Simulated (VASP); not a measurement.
# SiNi (Pnma) in VASP: notebook

SiNi is run at these levels: PBE, LDA, PBEsol; tasks: single point.

All numbers are computed with VASP 6.6.1; they aren't measurements. Logs are shortened: lines on timing, memory, paths and dates and some standing lists are left out, and cuts for length are marked.

## Step 1: The cell of the first run

Symmetry: Pnma, No. 62, orthorhombic system. Conventional cell: a = 5.262 Å, b = 3.270 Å, c = 5.680 Å, α = 90.00°, β = 90.00°, γ = 90.00°. Within 3.0 Å of Ni (site symmetry m) lie 6 Si at 2.29 to 2.40 Å and 4 Ni at 2.69 to 2.72 Å. Si (site symmetry m) has 6 Ni at 2.29 to 2.40 Å and 2 Si at 2.65 Å within 3.0 Å.

## Step 2: Single point, PBE, collinear spin, ferromagnetic start

File INCAR:

```
  PREC = Accurate
  ENCUT = 520
  EDIFF = 1E-6
  ISMEAR = -1
  SIGMA = 0.05
  LREAL = F
  LASPH = T
  NELM = 150
  ALGO = Normal
  ISIF = 2
  LWAVE = F
  LCHARG = T
  ISPIN = 2
  MAGMOM = 1 1 1 1 0 0 0 0
  LORBIT = 11
  LMAXMIX = 4
  GGA = PE
  LELF = T
  LVHAR = T
  NBANDS = 42
```

File KPOINTS:

```
regular mesh
0
Gamma
  4 6 4
```

File POSCAR:

```
SiNi
1.0
    5.2624477903      0.0000000000      0.0000000000
    0.0000000000      3.2703656638      0.0000000000
    0.0000000000      0.0000000000      5.6804193152
Ni Si
4 4
Direct
    0.9931863655      0.7500000000      0.8118091963
    0.5068136345      0.2500000000      0.3118091963
    0.4931863655      0.7500000000      0.6881908037
    0.0068136345      0.2500000000      0.1881908037
    0.6799230951      0.2500000000      0.9219390098
    0.8200769049      0.7500000000      0.4219390098
    0.1799230951      0.2500000000      0.5780609902
    0.3200769049      0.7500000000      0.0780609902
```

Potentials or basis: VASP PAW PBE potentials, release 64 (Ni, Si).

Command:

```console
> cat potpaw_PBE.64/Ni/POTCAR potpaw_PBE.64/Si/POTCAR > POTCAR
> mpirun -np 1 vasp_std > vasp.out
```

OUTCAR:

```text
PREC = Accurate
   ENCUT = 520
   EDIFF = 1E-6
   ISMEAR = -1
   LREAL = F
   LASPH = T
   NELM = 150
   ISIF = 2
   ISPIN = 2
   LORBIT = 11
   GGA = PE

 ion  position               nearest neighbor table
   1  0.993  0.750  0.812-   8 2.29   7 2.32   7 2.32   6 2.39   5 2.40   5 2.40   4 2.69   4 2.69
                             3 2.72   3 2.72
   2  0.507  0.250  0.312-   7 2.29   8 2.32   8 2.32   5 2.39   6 2.40   6 2.40   3 2.69   3 2.69
                             4 2.72   4 2.72
   3  0.493  0.750  0.688-   6 2.29   5 2.32   5 2.32   8 2.39   7 2.40   7 2.40   2 2.69   2 2.69
                             1 2.72   1 2.72
   4  0.007  0.250  0.188-   5 2.29   6 2.32   6 2.32   7 2.39   8 2.40   8 2.40   1 2.69   1 2.69
                             2 2.72   2 2.72
   5  0.680  0.250  0.922-   4 2.29   3 2.32   3 2.32   2 2.39   1 2.40   1 2.40   8 2.65   8 2.65

   6  0.820  0.750  0.422-   3 2.29   4 2.32   4 2.32   1 2.39   2 2.40   2 2.40   7 2.65   7 2.65

   7  0.180  0.250  0.578-   2 2.29   1 2.32   1 2.32   4 2.39   3 2.40   3 2.40   6 2.65   6 2.65

   8  0.320  0.750  0.078-   1 2.29   2 2.32   2 2.32   3 2.39   4 2.40   4 2.40   5 2.65   5 2.65

  LATTYP: Found a simple orthorhombic cell.
 ALAT       =     3.2703656638
 B/A-ratio  =     1.6091313117
 C/A-ratio  =     1.7369370582

  Lattice vectors:

 A1 = (   0.0000000000,  -3.2703656638,   0.0000000000)
 A2 = (   5.2624477903,   0.0000000000,   0.0000000000)
 A3 = (   0.0000000000,   0.0000000000,   5.6804193152)

Analysis of symmetry for initial positions (statically):
=====================================================================
 Subroutine PRICEL returns:
 Original cell was already a primitive cell.

 Routine SETGRP: Setting up the symmetry group for a
 simple orthorhombic supercell.

 Subroutine GETGRP returns: Found  8 space group operations
 (whereof  2 operations were pure point group operations)
 out of a pool of  8 trial point group operations.

The static configuration has the point symmetry S_2 .
 The point group associated with its full space group is D_2h.

Analysis of symmetry for dynamics (positions and initial velocities):
=====================================================================
 Subroutine PRICEL returns:
 Original cell was already a primitive cell.

 Routine SETGRP: Setting up the symmetry group for a
 simple orthorhombic supercell.

 Subroutine GETGRP returns: Found  8 space group operations
 (whereof  2 operations were pure point group operations)
 out of a pool of  8 trial point group operations.

The dynamic configuration has the point symmetry S_2 .
[... 173 lines left out ...]
  free energy    TOTEN  =       -47.65525429 eV

  energy without entropy =      -47.64562477  energy(sigma->0) =      -47.65043953

 E-fermi :  10.3226     XC(G=0): -12.1679

 val. band max:       10.3159540058   @ k =   0.2500   0.5000   0.0000
 cond. band min:      10.3456219727   @ k =   0.0000   0.5000   0.5000
 fundamental gap:      0.0296679669
 Fermi energy:        10.3225805067

 spin component 1

 k-point     1 :       0.0000    0.0000    0.0000
  band No.  band energies     occupation
      1      -2.6371      1.00000
      2       0.4907      1.00000
      3       2.0073      1.00000
      4       2.3278      1.00000
      5       3.7701      1.00000
      6       4.2234      1.00000
[... 1021 lines left out ...]
     39      16.3737      0.00000
     40      16.3737      0.00000

 [... further k-points ...]

 spin component 2

 k-point     1 :       0.0000    0.0000    0.0000
  band No.  band energies     occupation
      1      -2.6372      1.00000
      2       0.4907      1.00000
      3       2.0073      1.00000
      4       2.3278      1.00000
      5       3.7700      1.00000
      6       4.2233      1.00000
[... 1021 lines left out ...]
     39      16.3737      0.00000
     40      16.3737      0.00000

 [... further k-points ...]

 [bands above 40 left out]

------------------------ aborting loop because EDIFF is reached ----------------------------------------

  FORCE on cell =-STRESS in cart. coord.  units (eV):
  Direction    XX          YY          ZZ          XY          YZ          ZX
  --------------------------------------------------------------------------------------
  -------------------------------------------------------------------------------------
  Total        0.1256970     -0.0603335      0.1302076      0.0000000      0.0000000      0.0000000
  in kB        2.0600173     -0.9887907      2.1339417      0.0000000      0.0000000      0.0000000
  external PRESSURE =       1.0683894 kB  Pullay stress =       0.0000000 kB

 VOLUME and BASIS-vectors are now :
 -----------------------------------------------------------------------------
  energy-cutoff  :      520.00
  volume of cell :       97.76
      direct lattice vectors                 reciprocal lattice vectors
     5.262447790  0.000000000  0.000000000     0.190025638  0.000000000  0.000000000
     0.000000000  3.270365664  0.000000000     0.000000000  0.305776204  0.000000000
     0.000000000  0.000000000  5.680419315     0.000000000  0.000000000  0.176043342

 POSITION                                       TOTAL-FORCE (eV/Angst)
 -----------------------------------------------------------------------------------
      5.22659      2.45277      4.61142        -0.009122      0.000000      0.001941
      2.66708      0.81759      1.77121         0.009122      0.000000      0.001941
      2.59537      2.45277      3.90921        -0.009122     -0.000000     -0.001941
      0.03586      0.81759      1.06900         0.009122      0.000000     -0.001941
      3.57806      0.81759      5.23700         0.000385     -0.000000     -0.002072
      4.31561      2.45277      2.39679        -0.000385     -0.000000     -0.002072
      0.94684      0.81759      3.28363         0.000385     -0.000000      0.002072
      1.68439      2.45277      0.44342        -0.000385     -0.000000      0.002072
 -----------------------------------------------------------------------------------
    total drift:                                0.000000      0.000000      0.000000

  FREE ENERGIE OF THE ION-ELECTRON SYSTEM (eV)
  ---------------------------------------------------
  free  energy   TOTEN  =       -47.6552542852 eV

  energy  without entropy=      -47.6456247736  energy(sigma->0) =      -47.65043953

 total charge

# of ion       s       p       d       tot
------------------------------------------
    1        0.492   0.623   8.445   9.560
    2        0.492   0.623   8.445   9.560
    3        0.492   0.623   8.445   9.560
    4        0.492   0.623   8.445   9.560
    5        0.763   0.847   0.000   1.611
    6        0.763   0.847   0.000   1.611
    7        0.763   0.847   0.000   1.611
    8        0.763   0.847   0.000   1.611
--------------------------------------------------
tot          5.021   5.882  33.781  44.683

 magnetization (x)

# of ion       s       p       d       tot
------------------------------------------
    1        0.000  -0.000   0.000   0.000
    2        0.000  -0.000   0.000   0.000
    3        0.000  -0.000   0.000   0.000
    4        0.000  -0.000   0.000   0.000
    5       -0.000  -0.000   0.000  -0.000
    6       -0.000  -0.000   0.000  -0.000
    7       -0.000  -0.000   0.000  -0.000
    8       -0.000  -0.000   0.000  -0.000
--------------------------------------------------
tot         -0.000  -0.000   0.000   0.000
```

stdout:

```text
POSCAR found type information on POSCAR NiSi
 POSCAR found :  2 types and       8 ions
 scaLAPACK will be used
 LDA part: xc-table for (Slater+PW92), standard interpolation
 POSCAR, INCAR and KPOINTS ok, starting setup
 FFT: planning ... GRIDC
 FFT: planning ... GRID_SOFT
 FFT: planning ... GRID
 WAVECAR not read
 entering main loop
```

It took 9.1 min on 1 thread of Intel Xeon 8259CL, shared host; peak memory 0.36 GiB.

Results:

- Free energy: -47.6553 eV
- Pressure: 0.1 GPa
- Largest force: 0.009 eV/Å
- Band gap on the k mesh: zero (filled and empty bands overlap)
- Net moment: 0.00 μB per cell
- Valence electrons inside the program's atomic spheres: Ni 9.56; Si 1.61

Forces in eV/Å, atoms in the order of the input:
```
Ni  -0.009  0.000  0.002
Ni   0.009  0.000  0.002
Ni  -0.009  0.000 -0.002
Ni   0.009  0.000 -0.002
Si   0.000  0.000 -0.002
Si   0.000  0.000 -0.002
Si   0.000  0.000  0.002
Si   0.000  0.000  0.002
```

Levels at points of the mesh, in eV from the Fermi level:
Spin up:
| k point | band 24 | band 25 | band 26 | band 27 | band 28 | band 29 | band 30 | band 31 | band 32 | band 33 |
| --- | --- | --- | --- | --- | --- | --- | --- | --- | --- | --- |
| (0.00, 0.00, 0.00) | -2.00 | -1.94 | -1.24 | -1.10 | -0.49 | 0.38 | 1.02 | 3.59 | 4.43 | 4.53 |
| (0.50, 0.00, 0.00) | -1.97 | -1.89 | -1.89 | 0.68 | 0.68 | 1.52 | 1.52 | 3.86 | 3.86 | 4.32 |
| (0.00, 0.50, 0.00) | -1.94 | -1.77 | -1.77 | -1.48 | -1.48 | -0.66 | -0.66 | 1.91 | 1.91 | 2.48 |
| (0.50, 0.50, 0.00) | -1.91 | -1.70 | -1.70 | -1.70 | -1.70 | 0.46 | 0.46 | 0.46 | 0.46 | 4.03 |
| (0.00, 0.00, 0.50) | -2.06 | -1.65 | -1.65 | -0.41 | -0.41 | 1.38 | 1.38 | 3.14 | 3.14 | 4.49 |
| (0.50, 0.00, 0.50) | -2.16 | -1.28 | -1.28 | 0.48 | 0.48 | 2.61 | 2.61 | 2.65 | 2.65 | 2.95 |
| (0.00, 0.50, 0.50) | -1.88 | -1.84 | -1.84 | -1.74 | -1.74 | 0.02 | 0.02 | 1.26 | 1.26 | 2.29 |
| (0.50, 0.50, 0.50) | -2.14 | -1.79 | -1.79 | -1.79 | -1.79 | 2.43 | 2.43 | 2.43 | 2.43 | 3.36 |
Spin down:
```tsv
k point	band 25	band 26	band 27	band 28	band 29	band 30	band 31	band 32
(0.00, 0.00, 0.00)	-1.94	-1.24	-1.10	-0.49	0.38	1.02	3.59	4.43
(0.50, 0.00, 0.00)	-1.89	-1.89	0.68	0.68	1.52	1.52	3.86	3.86
(0.00, 0.50, 0.00)	-1.77	-1.77	-1.48	-1.48	-0.66	-0.66	1.91	1.91
(0.50, 0.50, 0.00)	-1.70	-1.70	-1.70	-1.70	0.46	0.46	0.46	0.46
(0.00, 0.00, 0.50)	-1.65	-1.65	-0.41	-0.41	1.38	1.38	3.14	3.14
(0.50, 0.00, 0.50)	-1.28	-1.28	0.48	0.48	2.61	2.61	2.65	2.65
(0.00, 0.50, 0.50)	-1.84	-1.84	-1.74	-1.74	0.02	0.02	1.26	1.26
(0.50, 0.50, 0.50)	-1.79	-1.79	-1.79	-1.79	2.43	2.43	2.43	2.43
```

## Step 3: Single point, PBE, collinear spin, ferromagnetic start

This run uses another cell than the first one, of the same volume but with other edges.

File INCAR:

```
SYSTEM = SiNi
  PREC = Accurate
  ENCUT = 520
  EDIFF = 1E-6
  ISMEAR = -1
  SIGMA = 0.05
  LREAL = .FALSE.
  LASPH = .TRUE.
  NELM = 150
  ALGO = Normal
  ISIF = 2
  LWAVE = .FALSE.
  LCHARG = .FALSE.
  ISPIN = 2
  MAGMOM = 1 1 1 1 0 0 0 0
  LORBIT = 11
  LMAXMIX = 4
  GGA = PE
  NBANDS = 42
```

File KPOINTS:

```
regular mesh
0
G
  5 8 5
  0 0 0
```

File POSCAR:

```
SiNi
1.0
    5.1276998100      0.0000000000      0.0000000000
    0.0000000000      3.4014303274      0.0000000000
    0.0000000000      0.0000000000      5.6035442725
Ni Si
4 4
Direct
    0.9914342888      0.7500000000      0.8113264166
    0.5085657112      0.2500000000      0.3113264166
    0.4914342888      0.7500000000      0.6886735834
    0.0085657112      0.2500000000      0.1886735834
    0.6789422249      0.2500000000      0.9140540105
    0.8210577751      0.7500000000      0.4140540105
    0.1789422249      0.2500000000      0.5859459895
    0.3210577751      0.7500000000      0.0859459895
```

Potentials or basis: VASP PAW PBE potentials, release 64 (Ni, Si).

Command:

```console
> cat potpaw_PBE.64/Ni/POTCAR potpaw_PBE.64/Si/POTCAR > POTCAR
> mpirun -np 1 vasp_std > vasp.out
```

Run time: 6.8 min. Hardware: 1 thread of AMD EPYC 9R45 (Zen 5), shared host; peak memory 0.38 GiB.

The run converged. Its results:

```
Free energy                                           : -47.6145 eV
Pressure                                              : 0.1 GPa
Largest force                                         : 0.011 eV/Å
Band gap on the k mesh                                : zero (filled and empty bands overlap)
Net moment                                            : 0.00 μB per cell
Valence electrons inside the program's atomic spheres : Ni 9.57; Si 1.61
```

Forces in eV/Å, atoms in the order of the input:
```
Ni  -0.011  0.000  0.002
Ni   0.011  0.000  0.002
Ni  -0.011  0.000 -0.002
Ni   0.011  0.000 -0.002
Si   0.000  0.000 -0.002
Si   0.000  0.000 -0.002
Si   0.000  0.000  0.002
Si   0.000  0.000  0.002
```

Levels at points of the mesh, in eV from the Fermi level:
Spin up:
```
           k point  band 24  band 25  band 26  band 27  band 28  band 29  band 30  band 31  band 32  band 33
(0.00, 0.00, 0.00)    -1.93    -1.77    -1.27    -1.12    -0.91     0.67     1.27     3.24     3.68     3.91
(0.00, 0.50, 0.00)    -2.11    -1.90    -1.90    -1.38    -1.38    -0.60    -0.60     1.98     1.98     2.49
```
Spin down:
```
           k point  band 24  band 25  band 26  band 27  band 28  band 29  band 30  band 31  band 32  band 33
(0.00, 0.00, 0.00)    -1.93    -1.77    -1.27    -1.12    -0.91     0.67     1.27     3.24     3.68     3.91
(0.00, 0.50, 0.00)    -2.11    -1.90    -1.90    -1.38    -1.38    -0.60    -0.60     1.98     1.98     2.49
```

(Continued in part 2 of 2.)
